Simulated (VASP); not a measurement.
# LiCl (Fm-3m) in VASP: notebook

The runs below take LiCl through single point, with PBE.

All numbers are computed with VASP 6.6.1; they aren't measurements. Logs are shortened: lines on timing, memory, paths and dates and some standing lists are left out, and cuts for length are marked.

### 1 The cell of the first run

The structure is cubic, space group Fm-3m (No. 225). Conventional cell: a = 5.035 Å, b = 5.035 Å, c = 5.035 Å, α = 90.00°, β = 90.00°, γ = 90.00°. Within 3.3 Å of Li (site symmetry m-3m) lie 6 Cl at 2.52 Å. Cl (site symmetry m-3m) has 6 Li at 2.52 Å within 3.3 Å.

### 2 Single point, PBE (strain -1.5%)

File INCAR:

```
SYSTEM = LiCl
  PREC = Accurate
  ENCUT = 520
  EDIFF = 1E-7
  ISMEAR = 0
  SIGMA = 0.01
  LREAL = .FALSE.
  LASPH = .TRUE.
  NELM = 100
  ALGO = Normal
  ISIF = 2
  LWAVE = .FALSE.
  LCHARG = .FALSE.
  GGA = PE
  NBANDS = 12
```

File KPOINTS:

```
regular mesh
0
G
  6 6 6
  0 0 0
```

File POSCAR:

```
LiCl
1.0
    0.0000000000      2.5176964340      2.5176964340
    2.5176964340      0.0000000000      2.5176964340
    2.5176964340      2.5176964340      0.0000000000
Li Cl
1 1
Direct
    0.0000000000      0.0000000000      0.0000000000
    0.5000000000      0.5000000000      0.5000000000
```

Potentials or basis: VASP PAW PBE potentials, release 64 (Li_sv, Cl).

The run is started by

```console
$ cat potpaw_PBE.64/Li_sv/POTCAR potpaw_PBE.64/Cl/POTCAR > POTCAR
$ mpirun -np 1 vasp_std > vasp.out
```

OUTCAR:

```text
SYSTEM = LiCl
   PREC = Accurate
   ENCUT = 520
   EDIFF = 1E-7
   ISMEAR = 0
   LREAL = .FALSE.
   LASPH = .TRUE.
   NELM = 100
   ISIF = 2
   GGA = PE

 ion  position               nearest neighbor table
   1  0.000  0.000  0.000-   2 2.52   2 2.52   2 2.52   2 2.52   2 2.52   2 2.52
   2  0.500  0.500  0.500-   1 2.52   1 2.52   1 2.52   1 2.52   1 2.52   1 2.52

  LATTYP: Found a face centered cubic cell.
 ALAT       =     5.0353928680

  Lattice vectors:

 A1 = (   0.0000000000,   2.5176964340,   2.5176964340)
 A2 = (   2.5176964340,   0.0000000000,   2.5176964340)
 A3 = (   2.5176964340,   2.5176964340,   0.0000000000)

Analysis of symmetry for initial positions (statically):
=====================================================================
 Subroutine PRICEL returns:
 Original cell was already a primitive cell.

 Routine SETGRP: Setting up the symmetry group for a
 face centered cubic supercell.

 Subroutine GETGRP returns: Found 48 space group operations
 (whereof 48 operations were pure point group operations)
 out of a pool of 48 trial point group operations.

The static configuration has the point symmetry O_h .

Analysis of symmetry for dynamics (positions and initial velocities):
=====================================================================
 Subroutine PRICEL returns:
 Original cell was already a primitive cell.

 Routine SETGRP: Setting up the symmetry group for a
 face centered cubic supercell.

 Subroutine GETGRP returns: Found 48 space group operations
 (whereof 48 operations were pure point group operations)
 out of a pool of 48 trial point group operations.

The dynamic configuration has the point symmetry O_h .

 Subroutine INISYM returns: Found 48 space group operations
 (whereof 48 operations are pure point group operations),
 and found     1 'primitive' translations

----------------------------------------------------------------------------------------

                                     Primitive cell

  volume of cell :      31.9183

  direct lattice vectors                    reciprocal lattice vectors
     0.000000000  2.517696434  2.517696434    -0.198594236  0.198594236  0.198594236
     2.517696434  0.000000000  2.517696434     0.198594236 -0.198594236  0.198594236
     2.517696434  2.517696434  0.000000000     0.198594236  0.198594236 -0.198594236

  length of vectors
     3.560560443  3.560560443  3.560560443     0.343975307  0.343975307  0.343975307

  position of ions in fractional coordinates (direct lattice)
     0.000000000  0.000000000  0.000000000
     0.500000000  0.500000000  0.500000000

  ion indices of the primitive-cell ions
   primitive index   ion index
                 1           1
                 2           2

----------------------------------------------------------------------------------------

 KPOINTS: regular mesh

Automatic generation of k-mesh.
 Grid dimensions read from file:
 generate k-points for:    6    6    6

 Generating k-lattice:

  Cartesian coordinates                     Fractional coordinates (reciprocal lattice)
    -0.033099039  0.033099039  0.033099039     0.166666667  0.000000000  0.000000000
     0.033099039 -0.033099039  0.033099039     0.000000000  0.166666667  0.000000000
     0.033099039  0.033099039 -0.033099039     0.000000000  0.000000000  0.166666667

  Length of vectors
     0.057329218  0.057329218  0.057329218

  Shift w.r.t. Gamma in fractional coordinates (k-lattice)
     0.000000000  0.000000000  0.000000000

 Subroutine IBZKPT returns following result:
 ===========================================

 Found     16 irreducible k-points:

 Following reciprocal coordinates:
            Coordinates               Weight
  0.000000  0.000000  0.000000      1.000000
  0.166667  0.000000  0.000000      8.000000
  0.333333  0.000000  0.000000      8.000000
  0.500000  0.000000  0.000000      4.000000
  0.166667  0.166667  0.000000      6.000000
  0.333333  0.166667  0.000000     24.000000
[... 8 lines left out ...]
 -0.333333  0.333333  0.166667     24.000000
 -0.333333  0.500000  0.166667     12.000000
   k-points           NKPTS =     16   k-points in BZ     NKDIM =     16   number of bands    NBANDS=     12
   number of dos      NEDOS =    301   number of ions     NIONS =      2
   total plane-waves  NPLWV =  21952
   dimension x,y,z NGX =    28 NGY =   28 NGZ =   28
   dimension x,y,z NGXF=    56 NGYF=   56 NGZF=   56
   ions per type =               1   1
   NGX,Y,Z   is equivalent  to a cutoff of  13.07, 13.07, 13.07 a.u.
   NGXF,Y,Z  is equivalent  to a cutoff of  26.15, 26.15, 26.15 a.u.
 SYSTEM =  LiCl
   PREC   = accura    normal or accurate (medium, high low for compatibility)
   ISTART =      0    job   : 0-new  1-cont  2-samecut
   ICHARG =      2    charge: 1-file 2-atom 10-const
   ISPIN  =      1    spin polarized calculation?
   LNONCOLLINEAR =      F non collinear calculations
   LSORBIT =      F    spin-orbit coupling
   LASPH  =      T    aspherical Exc in radial PAW
   ENCUT  =  520.0 eV  38.22 Ry    6.18 a.u.   6.62  6.62  6.62*2*pi/ulx,y,z
   NELM   =    100;   NELMIN=  2; NELMDL= -5     # of ELM steps
   EDIFF  = 0.1E-06   stopping-criterion for ELM
   LREAL  =      F    real-space projection
   EDIFFG = 0.1E-05   stopping-criterion for IOM
   NSW    =      0    number of steps for IOM
   IBRION =     -1    ionic relax: 0-MD 1-quasi-New 2-CG
   NFREE  =      0    steps in history (QN), initial steepest desc. (CG)
   ISIF   =      2    stress and relaxation
   ISYM   =      2    0-nonsym 1-usesym 2-fastsym
   POTIM  = 0.5000    time-step for ionic-motion
   TEBEG  =    0.0;   TEEND  =   0.0 temperature during run
   PSTRESS=    0.0 pullay stress
   NELECT =      10.0000    total number of electrons
   NUPDOWN=      -1.0000    fix difference up-down
   EMIN   =  10.00;   EMAX   =-10.00  energy-range for DOS
   EFERMI =   0.00;   METHOD = LEGACY
   ISMEAR =     0;   SIGMA  =   0.01  broadening in eV -4-tet -1-fermi 0-gaus
   EFERMI_NEDOS =   21; number of points for ismear=-14 and -15
   IALGO  =     38    algorithm
   IMIX   =      4    mixing-type and parameters
     AMIX     =   0.40;   BMIX     =  1.00
     AMIX_MAG =   1.60;   BMIX_MAG =  1.00
  volume/ion in A,a.u.               =      15.96       107.70
  Fermi-wavevector in a.u.,A,eV,Ry     =   1.111889  2.101166 16.820847  1.236297
  Thomas-Fermi vector in A             =   2.248457
   LORBIT       =      0    0 simple, 1 ext, 2 COOP (PROOUT), +10 PAW based schemes
   GGA     = PE    functional components
   LHFCALC =     F    Hartree Fock is set to
   AEXX    =    0.0000 exact exchange contribution
   IVDW    =     0    specifies the selected vdW correction
   LEPSILON=     F    determine dielectric tensor
   LRPA    =     F    only Hartree local field effects (RPA)
 non-spin polarized calculation
 Gauss-broadening in eV      SIGMA  =   0.01
  energy-cutoff  :      520.00
  volume of cell :       31.92
 maximum number of plane-waves:       881
 NGX is ok and might be reduce to    28
   NGX = 13   NGY = 13   NGZ = 13

 number of electron      10.0000000 magnetization

 number of electron       9.9999994 magnetization

 Free energy of the ion-electron system (eV)
  ---------------------------------------------------
  ext. energy  EPLUGINS =         0.00000000
  ---------------------------------------------------
  free energy    TOTEN  =        -7.36992783 eV

  energy without entropy =       -7.36992783  energy(sigma->0) =       -7.36992783

 E-fermi :   1.1243     XC(G=0):  -8.9729

 val. band max:        1.0116728314   @ k =   0.0000   0.0000   0.0000
 cond. band min:       7.6852649876   @ k =   0.0000   0.0000   0.0000
 fundamental gap:      6.6735921562
 Fermi energy:         1.1243247450

 k-point     1 :       0.0000    0.0000    0.0000
  band No.  band energies     occupation
      1     -42.4214      2.00000
      2     -12.5891      2.00000
      3       1.0117      2.00000
      4       1.0117      2.00000
      5       1.0117      2.00000
      6       7.6853      0.00000
      7      12.9920      0.00000
      8      12.9920      0.00000
      9      12.9920      0.00000
     10      15.7885      0.00000
     11      15.7886      0.00000
     12      15.8765      0.00000

 k-point     2 :       0.1667    0.0000    0.0000
  band No.  band energies     occupation
      1     -42.4205      2.00000
      2     -12.4426      2.00000
      3       0.0860      2.00000
      4       0.9351      2.00000
      5       0.9351      2.00000
      6       8.3497      0.00000
      7      12.0351      0.00000
      8      12.6055      0.00000
      9      12.6055      0.00000
     10      14.3230      0.00000
     11      14.3230      0.00000
     12      16.5322      0.00000

 k-point     3 :       0.3333    0.0000    0.0000
  band No.  band energies     occupation
      1     -42.4186      2.00000
      2     -12.1209      2.00000
      3      -1.3871      2.00000
      4       0.7951      2.00000
      5       0.7951      2.00000
      6       8.1897      0.00000
      7      11.0974      0.00000
      8      11.0974      0.00000
      9      13.1441      0.00000
     10      16.2765      0.00000
     11      16.2765      0.00000
     12      17.3878      0.00000

 k-point     4 :       0.5000    0.0000    0.0000
  band No.  band energies     occupation
      1     -42.4177      2.00000
      2     -11.9425      2.00000
      3      -2.0321      2.00000
      4       0.7307      2.00000
      5       0.7307      2.00000
      6       7.8269      0.00000
      7      10.5333      0.00000
      8      10.5334      0.00000
      9      14.5771      0.00000
     10      18.3022      0.00000
     11      18.3923      0.00000
     12      18.3923      0.00000

 k-point     5 :       0.1667    0.1667    0.0000
  band No.  band energies     occupation
      1     -42.4202      2.00000
      2     -12.3906      2.00000
      3       0.1721      2.00000
      4       0.6731      2.00000
      5       0.6731      2.00000
      6       8.9164      0.00000
      7      11.4611      0.00000
      8      11.8225      0.00000
      9      13.2838      0.00000
     10      13.2838      0.00000
     11      16.2580      0.00000
     12      17.4472      0.00000
[... 108 lines left out ...]
      1     -42.4166      2.00000
      2     -11.6567      2.00000
      3      -2.1433      2.00000
      4      -0.1963      2.00000
      5      -0.1963      2.00000
      6       9.0226      0.00000
      7       9.2150      0.00000
      8      13.9364      0.00000
      9      15.5639      0.00000
     10      15.5639      0.00000
     11      18.2759      0.00000
     12      19.9066      0.00000

 k-point    14 :       0.5000    0.3333    0.1667
  band No.  band energies     occupation
      1     -42.4175      2.00000
      2     -11.8718      2.00000
      3      -1.4090      2.00000
      4      -0.4853      2.00000
      5       0.3249      2.00000
      6      10.2393      0.00000
      7      10.5089      0.00000
      8      10.7624      0.00000
      9      13.1752      0.00000
     10      15.2963      0.00000
     11      19.1376      0.00000
     12      19.6940      0.00000

 k-point    15 :      -0.3333    0.3333    0.1667
  band No.  band energies     occupation
      1     -42.4169      2.00000
      2     -11.7397      2.00000
      3      -1.5646      2.00000
      4      -0.8876      2.00000
      5       0.1514      2.00000
      6      10.0539      0.00000
      7      10.4931      0.00000
      8      12.1404      0.00000
      9      12.4571      0.00000
     10      16.5021      0.00000
     11      17.4419      0.00000
     12      19.7887      0.00000

 k-point    16 :      -0.3333    0.5000    0.1667
  band No.  band energies     occupation
      1     -42.4166      2.00000
      2     -11.6648      2.00000
      3      -1.7516      2.00000
      4      -0.8037      2.00000
      5      -0.1559      2.00000
      6       9.9033      0.00000
      7      10.4609      0.00000
      8      12.5840      0.00000
      9      12.7660      0.00000
     10      16.3651      0.00000
     11      18.6010      0.00000
     12      19.9418      0.00000

------------------------ aborting loop because EDIFF is reached ----------------------------------------

  FORCE on cell =-STRESS in cart. coord.  units (eV):
  Direction    XX          YY          ZZ          XY          YZ          ZX
  --------------------------------------------------------------------------------------
  -------------------------------------------------------------------------------------
  Total        0.4726096      0.4726096      0.4726096      0.0000000      0.0000000      0.0000000
  in kB       23.7231891     23.7231891     23.7231891      0.0000000      0.0000000      0.0000000
  external PRESSURE =      23.7231891 kB  Pullay stress =       0.0000000 kB

 VOLUME and BASIS-vectors are now :
 -----------------------------------------------------------------------------
  energy-cutoff  :      520.00
  volume of cell :       31.92
      direct lattice vectors                 reciprocal lattice vectors
     0.000000000  2.517696434  2.517696434    -0.198594236  0.198594236  0.198594236
     2.517696434  0.000000000  2.517696434     0.198594236 -0.198594236  0.198594236
     2.517696434  2.517696434  0.000000000     0.198594236  0.198594236 -0.198594236

 POSITION                                       TOTAL-FORCE (eV/Angst)
 -----------------------------------------------------------------------------------
      0.00000      0.00000      0.00000         0.000000      0.000000      0.000000
      2.51770      2.51770      2.51770        -0.000000     -0.000000     -0.000000
 -----------------------------------------------------------------------------------
    total drift:                                0.000000      0.000000      0.000000

  FREE ENERGIE OF THE ION-ELECTRON SYSTEM (eV)
  ---------------------------------------------------
  free  energy   TOTEN  =        -7.3699278324 eV

  energy  without entropy=       -7.3699278324  energy(sigma->0) =       -7.36992783
```

It took 10 s on 1 thread of Intel Xeon Platinum 8488C (Sapphire Rapids), shared host; peak memory 0.14 GiB.

Results:

```
Free energy            : -7.3699 eV
Band gap on the k mesh : 6.67 eV
```

Caveat: the cell differs from its parent crystal (strain -1.5%); the cutoff is under 1.25 times the usual one of these potentials, so pressure, stress and relaxed cells hold a basis-set (Pulay) error. A k mesh can miss the band edges.

### 3 Single point, PBE

This run uses another cell than the first one, of 16.70 Å³/atom.

File INCAR:

```
  ALGO = Normal
  EDIFF = 1E-6
  ENCUT = 520
  GGA = PE
  ISIF = 2
  ISMEAR = 0
  LASPH = True
  LCHARG = False
  LREAL = False
  LWAVE = False
  NBANDS = 12
  NELM = 80
  PREC = Accurate
  SIGMA = 0.01
```

File KPOINTS:

```
k-points
0
Gamma
  6 6 6
```

File POSCAR:

```
LiCl
1.0
    0.0000000000      2.5560369889      2.5560369889
    2.5560369889      0.0000000000      2.5560369889
    2.5560369889      2.5560369889      0.0000000000
Li Cl
1 1
Direct
    0.0000000000      0.0000000000      0.0000000000
    0.5000000000      0.5000000000      0.5000000000
```

Potentials or basis: VASP PAW PBE potentials, release 64 (Li_sv, Cl).

The run is started by

```console
$ cat potpaw_PBE.64/Li_sv/POTCAR potpaw_PBE.64/Cl/POTCAR > POTCAR
$ mpirun -np 1 vasp_std > vasp.out
```

It took 7 s on 1 thread of Intel Xeon Platinum 8488C (Sapphire Rapids), shared host; peak memory 0.15 GiB.

It converged, with:

| Quantity | Value |
| --- | --- |
| Free energy | -7.3845 eV |
| Band gap on the k mesh | 6.40 eV |

Levels at points of the mesh, in eV from the valence-band top:
| k point | band 2 | band 3 | band 4 | band 5 | band 6 | band 7 | band 8 | band 9 |
| --- | --- | --- | --- | --- | --- | --- | --- | --- |
| (0.00, 0.00, 0.00) | -13.43 | 0.00 | 0.00 | 0.00 | 6.40 | 11.95 | 11.95 | 11.95 |
| (0.50, 0.00, 0.00) | -12.85 | -2.85 | -0.26 | -0.26 | 6.77 | 9.51 | 9.51 | 13.08 |
| (0.50, 0.50, 0.00) | -12.60 | -2.94 | -1.12 | -1.12 | 7.91 | 8.28 | 12.53 | 14.20 |

Caveat: the cutoff is under 1.25 times the usual one of these potentials, so pressure, stress and relaxed cells hold a basis-set (Pulay) error.

### 4 Single point, PBE (strain +5.0%)

File INCAR:

```
PREC = Accurate
ENCUT = 520
EDIFF = 1E-7
ISMEAR = 0
SIGMA = 0.01
LREAL = F
LASPH = T
NELM = 80
ALGO = Normal
ISIF = 2
LWAVE = F
LCHARG = T
GGA = PE
LELF = T
LVHAR = T
NBANDS = 12
```

File KPOINTS:

```
regular mesh
0
Gamma
  6 6 6
```

File POSCAR:

```
LiCl
1.0
    0.0000000000      2.6838388383      2.6838388383
    2.6838388383      0.0000000000      2.6838388383
    2.6838388383      2.6838388383      0.0000000000
Li Cl
1 1
Direct
    0.0000000000      0.0000000000      0.0000000000
    0.5000000000      0.5000000000      0.5000000000
```

The run is started by

```console
$ cat potpaw_PBE.64/Li_sv/POTCAR potpaw_PBE.64/Cl/POTCAR > POTCAR
$ mpirun -np 1 vasp_std > vasp.out
```

Run time: 12 s. Hardware: 1 thread of Intel Xeon Platinum 8488C (Sapphire Rapids), shared host; peak memory 0.14 GiB.

Results (log left out):

- Free energy: -7.3384 eV
- Band gap on the k mesh: 5.63 eV

Levels at points of the mesh, in eV from the valence-band top:
| k point | band 2 | band 3 | band 4 | band 5 | band 6 | band 7 | band 8 | band 9 |
| --- | --- | --- | --- | --- | --- | --- | --- | --- |
| (0.00, 0.00, 0.00) | -12.97 | 0.00 | 0.00 | 0.00 | 5.63 | 11.79 | 11.79 | 11.79 |
| (0.50, 0.00, 0.00) | -12.56 | -2.30 | -0.20 | -0.20 | 6.60 | 9.39 | 9.39 | 11.64 |
| (0.50, 0.50, 0.00) | -12.40 | -2.33 | -0.87 | -0.87 | 7.57 | 8.45 | 11.34 | 13.10 |

Caveat: the cell differs from its parent crystal (strain +5.0%); the cutoff is under 1.25 times the usual one of these potentials, so pressure, stress and relaxed cells hold a basis-set (Pulay) error.

### 5 The runs side by side

| cell | gap on the mesh (eV) |
| --- | --- |
| a = 3.561 Å, angles 60.0°, 2 atoms | 6.67 |
| a = 3.615 Å, angles 60.0°, 2 atoms | 6.40 |
| a = 3.796 Å, angles 60.0°, 2 atoms | 5.63 |

Alike in all rows: task single point; level PBE; potentials or basis VASP PAW PBE potentials, release 64 (Li_sv, Cl); no spin polarisation; k mesh 6 × 6 × 6; cutoff (eV) 520; smearing gaussian 0.01 eV.

Caveats: the cutoff is under 1.25 times the usual one of these potentials, so pressure, stress and relaxed cells hold a basis-set (Pulay) error.

Absolute energies hang on the potentials; compare differences alone.
